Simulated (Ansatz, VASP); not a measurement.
# Two plane-wave programs on La

```xyz
2
Lattice="3.8751 0.0000 0.0000 -1.9376 3.3559 0.0000 0.0000 0.0000 6.1205" Properties=species:S:1:pos:R:3 pbc="T T T"
La    0.0000    2.2373    1.5301
La    1.9376    1.1186    4.5904
```

Alike in both runs: task single point; functional r2SCAN; k mesh 11 × 11 × 6; occupations fermi-dirac, width 0.1 eV; no spin polarisation.

|  | VASP | Ansatz |
| --- | --- | --- |
| version | VASP 6.6.1 | Ansatz 0.2.0 |
| potentials or method | VASP PAW PBE potentials, release 64 (La), cutoff 520 eV | plane waves (500 eV) with PAW, scalar-relativistic |
| valence electrons in the cell | 22 | 22 |

```csv
,VASP,Ansatz,Ansatz less VASP
pressure (GPa),-0.9,-1.0,-0.05
"traceless stress, the component that is largest in VASP (GPa)",-0.10,-0.09,+0.011
```

VASP's potentials were made for PBE, not for r2SCAN.

Spin-orbit coupling is off throughout.
